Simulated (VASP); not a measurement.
# Hf3Ti (P6_3/mmc) in VASP: relaxation of cell and atoms with PBE

Aim: the relaxation of cell and atoms of Hf3Ti with PBE.

Everything below comes from runs of VASP 6.6.1. Logs are shortened: lines on timing, memory, paths and dates and some standing lists are left out, and cuts for length are marked.

### 1 The cell of the first run

It takes space group P6_3/mmc (No. 194, hexagonal). The conventional cell has a = 5.979 Å, b = 5.979 Å, c = 4.799 Å, α = 90.00°, β = 90.00°, γ = 120.00°. Hf (site symmetry mm2) has 4 Ti at 2.95 to 2.99 Å and 8 Hf at 2.96 to 3.00 Å within 3.9 Å. Within 3.9 Å of Ti (site symmetry -6m2) lie 12 Hf at 2.95 to 2.99 Å.

### 2 Relaxation of cell and atoms, PBE

INCAR

```
SYSTEM = Hf3Ti
PREC = Accurate
ENCUT = 600
EDIFF = 1E-6
ISMEAR = 0
SIGMA = 0.1
LREAL = .False.
LASPH = .True.
NELM = 80
ALGO = Normal
ISIF = 3
LWAVE = .False.
LCHARG = .False.
GGA = PE
IBRION = 2
NSW = 90
EDIFFG = -0.04
```

KPOINTS

```
Automatic mesh
0
Gamma
  3 3 4
  0 0 0
```

POSCAR

```
Hf3Ti
1.0
    5.9786320856      0.0000000000      0.0000000000
   -2.9893160428      5.1776472660      0.0000000000
    0.0000000000      0.0000000000      4.7987747057
Hf Ti
6 2
Direct
    0.8330000000      0.6660000000      0.2500000000
    0.1670000000      0.8330000000      0.7500000000
    0.3340000000      0.1670000000      0.2500000000
    0.1670000000      0.3340000000      0.7500000000
    0.8330000000      0.1670000000      0.2500000000
    0.6660000000      0.8330000000      0.7500000000
    0.3333333333      0.6666666667      0.2500000000
    0.6666666667      0.3333333333      0.7500000000
```

Potentials or basis: VASP PAW PBE potentials, release 64 (Hf_pv, Ti_sv).

Run with:

```console
$ cat potpaw_PBE.64/Hf_pv/POTCAR potpaw_PBE.64/Ti_sv/POTCAR > POTCAR
$ mpirun -np 1 vasp_std > vasp.out
```

OUTCAR:

```text
SYSTEM = Hf3Ti
   PREC = Accurate
   ENCUT = 600
   EDIFF = 1E-6
   ISMEAR = 0
   LREAL = .False.
   LASPH = .True.
   NELM = 80
   ISIF = 3
   GGA = PE
   IBRION = 2
   NSW = 90
   EDIFFG = -0.04

 ion  position               nearest neighbor table
   1  0.833  0.666  0.250-   8 2.95   8 2.95   2 2.96   2 2.96   6 2.96   6 2.96   5 2.98   3 2.98
                             7 2.99   7 2.99   5 3.00   3 3.00
   2  0.167  0.833  0.750-   7 2.95   7 2.95   3 2.96   3 2.96   1 2.96   1 2.96   4 2.98   6 2.98
                             8 2.99   8 2.99   4 3.00   6 3.00
   3  0.334  0.167  0.250-   8 2.95   8 2.95   2 2.96   2 2.96   4 2.96   4 2.96   1 2.98   5 2.98
                             7 2.99   7 2.99   1 3.00   5 3.00
   4  0.167  0.334  0.750-   7 2.95   7 2.95   3 2.96   3 2.96   5 2.96   5 2.96   2 2.98   6 2.98
                             8 2.99   8 2.99   2 3.00   6 3.00
   5  0.833  0.167  0.250-   8 2.95   8 2.95   6 2.96   6 2.96   4 2.96   4 2.96   1 2.98   3 2.98
                             7 2.99   7 2.99   1 3.00   3 3.00
   6  0.666  0.833  0.750-   7 2.95   7 2.95   5 2.96   5 2.96   1 2.96   1 2.96   4 2.98   2 2.98
                             8 2.99   8 2.99   4 3.00   2 3.00
   7  0.333  0.667  0.250-   2 2.95   2 2.95   4 2.95   4 2.95   6 2.95   6 2.95   3 2.99   1 2.99
                             5 2.99   5 2.99   3 2.99   1 2.99
   8  0.667  0.333  0.750-   5 2.95   5 2.95   1 2.95   1 2.95   3 2.95   3 2.95   6 2.99   4 2.99
                             2 2.99   2 2.99   6 2.99   4 2.99

  LATTYP: Found a hexagonal cell.
 ALAT       =     5.9786320856
 C/A-ratio  =     0.8026542923

  Lattice vectors:

 A1 = (   5.9786320856,   0.0000000000,   0.0000000000)
 A2 = (  -2.9893160428,   5.1776472660,   0.0000000000)
 A3 = (   0.0000000000,   0.0000000000,   4.7987747057)

Analysis of symmetry for initial positions (statically):
=====================================================================
 Subroutine PRICEL returns:
 Original cell was already a primitive cell.

 Routine SETGRP: Setting up the symmetry group for a
 hexagonal supercell.

 Subroutine GETGRP returns: Found 24 space group operations
 (whereof 12 operations were pure point group operations)
 out of a pool of 24 trial point group operations.

The static configuration has the point symmetry D_3d.
 The point group associated with its full space group is D_6h.

Analysis of symmetry for dynamics (positions and initial velocities):
=====================================================================
 Subroutine PRICEL returns:
 Original cell was already a primitive cell.

 Routine SETGRP: Setting up the symmetry group for a
 hexagonal supercell.

 Subroutine GETGRP returns: Found 24 space group operations
 (whereof 12 operations were pure point group operations)
 out of a pool of 24 trial point group operations.

The dynamic configuration has the point symmetry D_3d.
 The point group associated with its full space group is D_6h.

 Subroutine INISYM returns: Found 24 space group operations
 (whereof 12 operations are pure point group operations),
 and found     1 'primitive' translations

----------------------------------------------------------------------------------------

                                     Primitive cell

  volume of cell :     148.5473

  direct lattice vectors                    reciprocal lattice vectors
     5.978632086  0.000000000  0.000000000     0.167262341  0.096568958  0.000000000
    -2.989316043  5.177647266  0.000000000     0.000000000  0.193137915  0.000000000
     0.000000000  0.000000000  4.798774706     0.000000000  0.000000000  0.208386528

  length of vectors
     5.978632086  5.978632086  4.798774706     0.193137915  0.193137915  0.208386528

  position of ions in fractional coordinates (direct lattice)
     0.833000000  0.666000000  0.250000000
     0.167000000  0.833000000  0.750000000
     0.334000000  0.167000000  0.250000000
     0.167000000  0.334000000  0.750000000
     0.833000000  0.167000000  0.250000000
     0.666000000  0.833000000  0.750000000
     0.333333333  0.666666667  0.250000000
     0.666666667  0.333333333  0.750000000

  ion indices of the primitive-cell ions
   primitive index   ion index
                 1           1
                 2           2
                 3           3
                 4           4
                 5           5
                 6           6
                 7           7
                 8           8

----------------------------------------------------------------------------------------

 KPOINTS: Automatic mesh

Automatic generation of k-mesh.
 Grid dimensions read from file:
 generate k-points for:    3    3    4

 Generating k-lattice:

  Cartesian coordinates                     Fractional coordinates (reciprocal lattice)
     0.055754114  0.032189653  0.000000000     0.333333333 -0.000000000  0.000000000
     0.000000000  0.064379305  0.000000000     0.000000000  0.333333333  0.000000000
     0.000000000  0.000000000  0.052096632     0.000000000  0.000000000  0.250000000

  Length of vectors
     0.064379305  0.064379305  0.052096632

  Shift w.r.t. Gamma in fractional coordinates (k-lattice)
     0.000000000  0.000000000  0.000000000

 Subroutine IBZKPT returns following result:
 ===========================================

 Found      9 irreducible k-points:

 Following reciprocal coordinates:
            Coordinates               Weight
  0.000000  0.000000  0.000000      1.000000
  0.333333  0.000000  0.000000      6.000000
  0.333333  0.333333  0.000000      2.000000
  0.000000  0.000000  0.250000      2.000000
  0.333333  0.000000  0.250000     12.000000
  0.333333  0.333333  0.250000      4.000000
  0.000000  0.000000  0.500000      1.000000
  0.333333  0.000000  0.500000      6.000000
  0.333333  0.333333  0.500000      2.000000
   k-points           NKPTS =      9   k-points in BZ     NKDIM =      9   number of bands    NBANDS=     50
   number of dos      NEDOS =    301   number of ions     NIONS =      8
   total plane-waves  NPLWV =  92160
   dimension x,y,z NGX =    48 NGY =   48 NGZ =   40
   dimension x,y,z NGXF=    96 NGYF=   96 NGZF=   80
   ions per type =               6   2
   NGX,Y,Z   is equivalent  to a cutoff of  13.35, 13.35, 13.86 a.u.
   NGXF,Y,Z  is equivalent  to a cutoff of  26.69, 26.69, 27.71 a.u.
 SYSTEM =  Hf3Ti
   PREC   = accura    normal or accurate (medium, high low for compatibility)
   ISTART =      0    job   : 0-new  1-cont  2-samecut
   ICHARG =      2    charge: 1-file 2-atom 10-const
   ISPIN  =      1    spin polarized calculation?
   LNONCOLLINEAR =      F non collinear calculations
   LSORBIT =      F    spin-orbit coupling
   LASPH  =      T    aspherical Exc in radial PAW
   ENCUT  =  600.0 eV  44.10 Ry    6.64 a.u.  11.94 11.94  9.58*2*pi/ulx,y,z
   NELM   =     80;   NELMIN=  2; NELMDL= -5     # of ELM steps
   EDIFF  = 0.1E-05   stopping-criterion for ELM
   LREAL  =      F    real-space projection
   EDIFFG = -.4E-01   stopping-criterion for IOM
   NSW    =     90    number of steps for IOM
   IBRION =      2    ionic relax: 0-MD 1-quasi-New 2-CG
   NFREE  =      1    steps in history (QN), initial steepest desc. (CG)
   ISIF   =      3    stress and relaxation
   ISYM   =      2    0-nonsym 1-usesym 2-fastsym
   POTIM  = 0.5000    time-step for ionic-motion
   TEBEG  =    0.0;   TEEND  =   0.0 temperature during run
   PSTRESS=    0.0 pullay stress
   NELECT =      84.0000    total number of electrons
   NUPDOWN=      -1.0000    fix difference up-down
   EMIN   =  10.00;   EMAX   =-10.00  energy-range for DOS
   EFERMI =   0.00;   METHOD = LEGACY
   ISMEAR =     0;   SIGMA  =   0.10  broadening in eV -4-tet -1-fermi 0-gaus
   EFERMI_NEDOS =   21; number of points for ismear=-14 and -15
   IALGO  =     38    algorithm
   IMIX   =      4    mixing-type and parameters
     AMIX     =   0.40;   BMIX     =  1.00
     AMIX_MAG =   1.60;   BMIX_MAG =  1.00
  volume/ion in A,a.u.               =      18.57       125.31
  Fermi-wavevector in a.u.,A,eV,Ry     =   1.353775  2.558263 24.935476  1.832706
  Thomas-Fermi vector in A             =   2.481002
   LORBIT       =      0    0 simple, 1 ext, 2 COOP (PROOUT), +10 PAW based schemes
   GGA     = PE    functional components
   LHFCALC =     F    Hartree Fock is set to
   AEXX    =    0.0000 exact exchange contribution
   IVDW    =     0    specifies the selected vdW correction
   LEPSILON=     F    determine dielectric tensor
   LRPA    =     F    only Hartree local field effects (RPA)
 conjugate gradient relaxation of ions
 non-spin polarized calculation
 Gauss-broadening in eV      SIGMA  =   0.10
  energy-cutoff  :      600.00
  volume of cell :      148.55
 maximum number of plane-waves:      4977
 NGX is ok and might be reduce to    48
   NGX = 23   NGY = 23   NGZ = 19

--------------------------------------- Ionic step        1  -------------------------------------------

 number of electron      84.0000004 magnetization

 Free energy of the ion-electron system (eV)
  ---------------------------------------------------
  ext. energy  EPLUGINS =         0.00000000
  ---------------------------------------------------
  free energy    TOTEN  =       -73.88400066 eV

  energy without entropy =      -73.84256898  energy(sigma->0) =      -73.86328482

------------------------ aborting loop because EDIFF is reached ----------------------------------------

  FORCE on cell =-STRESS in cart. coord.  units (eV):
  Direction    XX          YY          ZZ          XY          YZ          ZX
  --------------------------------------------------------------------------------------
  -------------------------------------------------------------------------------------
  Total       16.3398335     16.3398335     16.0132382      0.0000000      0.0000000      0.0000000
  in kB      176.2355666    176.2355666    172.7130278      0.0000000      0.0000000      0.0000000
  external PRESSURE =     175.0613870 kB  Pullay stress =       0.0000000 kB

 VOLUME and BASIS-vectors are now :
 -----------------------------------------------------------------------------
  energy-cutoff  :      600.00
  volume of cell :      148.55
      direct lattice vectors                 reciprocal lattice vectors
     5.978632086  0.000000000  0.000000000     0.167262341  0.096568958  0.000000000
    -2.989316043  5.177647266  0.000000000     0.000000000  0.193137915  0.000000000
     0.000000000  0.000000000  4.798774706     0.000000000  0.000000000  0.208386528
[... 295 lines left out ...]
 POSITION                                       TOTAL-FORCE (eV/Angst)
 -----------------------------------------------------------------------------------
      3.14096      3.58994      1.24635         0.000000      0.016498      0.000000
     -1.53850      4.51512      3.73906        -0.014287      0.008249     -0.000000
      1.60246      0.92518      1.24635        -0.014287     -0.008249     -0.000000
      0.00000      1.85036      3.73906         0.000000     -0.016498     -0.000000
      4.67946      0.92518      1.24635         0.014287     -0.008249      0.000000
      1.53850      4.51512      3.73906         0.014287      0.008249      0.000000
     -0.00000      3.62687      1.24635         0.000000     -0.000000     -0.000000
      3.14096      1.81343      3.73906         0.000000      0.000000     -0.000000
 -----------------------------------------------------------------------------------
    total drift:                               -0.000000      0.000000     -0.000000

  FREE ENERGIE OF THE ION-ELECTRON SYSTEM (eV)
  ---------------------------------------------------
  free  energy   TOTEN  =       -74.9823310568 eV

  energy  without entropy=      -74.9113023977  energy(sigma->0) =      -74.94681673

--------------------------------------- Ionic step        9  -------------------------------------------

 number of electron      83.9999999 magnetization

 Free energy of the ion-electron system (eV)
  ---------------------------------------------------
  ext. energy  EPLUGINS =         0.00000000
  ---------------------------------------------------
  free energy    TOTEN  =       -74.98284757 eV

  energy without entropy =      -74.91191971  energy(sigma->0) =      -74.94738364

 E-fermi :   5.6165     XC(G=0): -11.3009

 val. band max:        5.5828100636   @ k =   0.3333   0.3333   0.2500
 cond. band min:       5.6369728097   @ k =   0.3333   0.0000   0.5000
 fundamental gap:      0.0541627462
 Fermi energy:         5.6165236320

 k-point     1 :       0.0000    0.0000    0.0000
  band No.  band energies     occupation
      1     -51.3969      2.00000
      2     -51.3966      2.00000
      3     -27.7002      2.00000
      4     -27.6882      2.00000
      5     -27.6389      2.00000
      6     -27.6389      2.00000
[... 488 lines left out ...]
 POSITION                                       TOTAL-FORCE (eV/Angst)
 -----------------------------------------------------------------------------------
      3.13645      3.58510      1.24628         0.000000      0.014678      0.000000
     -1.53657      4.50879      3.73884        -0.012712      0.007339     -0.000000
      1.59988      0.92369      1.24628        -0.012712     -0.007339     -0.000000
      0.00000      1.84738      3.73884        -0.000000     -0.014678     -0.000000
      4.67301      0.92369      1.24628         0.012712     -0.007339      0.000000
      1.53657      4.50879      3.73884         0.012712      0.007339      0.000000
     -0.00000      3.62165      1.24628        -0.000000      0.000000      0.000000
      3.13645      1.81083      3.73884         0.000000      0.000000      0.000000
 -----------------------------------------------------------------------------------
    total drift:                               -0.000000      0.000000     -0.000000

  FREE ENERGIE OF THE ION-ELECTRON SYSTEM (eV)
  ---------------------------------------------------
  free  energy   TOTEN  =       -74.9828475698 eV

  energy  without entropy=      -74.9119197147  energy(sigma->0) =      -74.94738364

 reached required accuracy - stopping structural energy minimisation
```

It took 21 min on 1 thread of Intel Xeon 8259CL, shared host; peak memory 0.35 GiB.

Results:

```yaml
Free_energy: -74.9828 eV
Relaxed_volume: 21.23 Å³/atom
Relaxed_cell: a = 6.273 Å, b = 6.273 Å, c = 4.985 Å, α = 90.00°, β = 90.00°, γ = 120.00°
Space_group_after_relaxing_to_0.1_Å: P6_3/mmc (No. 194)
Energy_gained_by_relaxing: 137.4 meV/atom
Ionic_steps: 9
Pressure_after_relaxing: -0.1 GPa
Largest_force_after_relaxing: 0.015 eV/Å
Band_gap_on_the_k_mesh: zero (bands 42 and 43 overlap by 0.98 eV)
```

Forces in eV/Å, atoms in the order of the input:
```
Hf   0.000  0.015  0.000
Hf  -0.013  0.007  0.000
Hf  -0.013 -0.007  0.000
Hf   0.000 -0.015  0.000
Hf   0.013 -0.007  0.000
Hf   0.013  0.007  0.000
Ti   0.000  0.000  0.000
Ti   0.000  0.000  0.000
```

The path:
| step | energy change (eV) | largest force (eV/Å) | pressure (GPa) | volume (Å³) |
| --- | --- | --- | --- | --- |
| 1 | 0.0000 | 0.6238 | 17.51 | 148.55 |
| 2 | 0.0290 | 0.0103 | -12.13 | 196.57 |
| 3 | -1.0864 | 0.1875 | -0.43 | 170.56 |
| 4 | -1.0870 | 0.1929 | -0.17 | 170.09 |
| 5 | -1.0867 | 0.1986 | 0.11 | 169.64 |
| 6 | -1.0952 | 0.0926 | 0.22 | 169.44 |
| 7 | -1.0979 | 0.0129 | 0.34 | 169.23 |
| 8 | -1.0983 | 0.0165 | -0.34 | 170.38 |
| 9 | -1.0988 | 0.0147 | -0.06 | 169.88 |

Final structure:
```
Hf Ti
1.0
     6.27289    0.00000    0.00000
    -3.13645    5.43248    0.00000
     0.00000    0.00000    4.98512
Hf Ti
6 2
Direct
  0.82997 0.65994 0.25000
  0.17003 0.82997 0.75000
  0.34006 0.17003 0.25000
  0.17003 0.34006 0.75000
  0.82997 0.17003 0.25000
  0.65994 0.82997 0.75000
  0.33333 0.66667 0.25000
  0.66667 0.33333 0.75000
```

Caveat: the k points lie up to 0.39 Å⁻¹ apart in the final cell, too coarse for converged energies and pressures of a metal; spin-orbit coupling is left out, which moves the levels of the heavy elements.
